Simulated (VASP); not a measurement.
Write the native input for VASP 6.6.1 that does the following.

| Item | Value |
| --- | --- |
| Task | single point |
| Functional | r2SCAN |
| Potentials or basis | VASP PAW PBE potentials, release 64 (Pd, Rh_pv) |
| Cutoff | 520 eV |
| k mesh | 9 × 9 × 9 |
| Occupations | gaussian, width 0.1 eV |
| Spin | no spin polarisation |
| Dipole correction | no |
| Further INCAR settings | ALGO = Normal; EDIFF = 1e-07; NBANDS = 20 |

PdRh:

```
Pd Rh
1.0
     1.37921    0.79629    4.49525
    -1.37921    0.79629    4.49525
     0.00000   -1.59258    4.49525
Pd Rh
1 1
Direct
  0.00000 0.00000 0.00000
  0.50000 0.50000 0.50000
```

The input as run:

POSCAR

```
PdRh
1.0
    1.3792149729      0.7962901359      4.4952460509
   -1.3792149729      0.7962901359      4.4952460509
    0.0000000000     -1.5925802718      4.4952460509
Pd Rh
1 1
Direct
    0.0000000000      0.0000000000      0.0000000000
    0.5000000000      0.5000000000      0.5000000000
```

INCAR.step1

```
SYSTEM = PdRh
ALGO = Normal ; EDIFF = 1E-4
ENCUT = 520 ; GGA = PE
ISMEAR = 0 ; LASPH = .TRUE.
LCHARG = .FALSE. ; LREAL = .FALSE.
LWAVE = .TRUE. ; NBANDS = 20
NELM = 80 ; PREC = Accurate
SIGMA = 0.1
```

INCAR.step2

```
SYSTEM = PdRh
ALGO = Normal ; EDIFF = 1E-7
ENCUT = 520 ; ISIF = 2
ISMEAR = 0 ; ISTART = 1
LASPH = .TRUE. ; LCHARG = .FALSE.
LMIXTAU = .TRUE. ; LREAL = .FALSE.
LWAVE = .FALSE. ; METAGGA = R2SCAN
NBANDS = 20 ; NELM = 80
PREC = Accurate ; SIGMA = 0.1
```

KPOINTS

```
k-points
0
G
  9 9 9
  0 0 0
```

Potentials or basis: VASP PAW PBE potentials, release 64 (Pd, Rh_pv).

The run is started by

```bash
$ cat potpaw_PBE.64/Pd/POTCAR potpaw_PBE.64/Rh_pv/POTCAR > POTCAR
$ cp INCAR.step1 INCAR
$ mpirun -np 1 vasp_std > vasp.out
$ cp INCAR.step2 INCAR
$ mpirun -np 1 vasp_std > vasp.out
```

It gave:

- Pressure: -6.7 GPa

Caveat: the PAW data sets were made with another functional, which shifts forces and pressure a little.

Wall time 3.8 min on 1 thread of Intel(R) Xeon(R) Platinum 8488C (Sapphire Rapids) (shared host), peak memory 0.24 GiB.
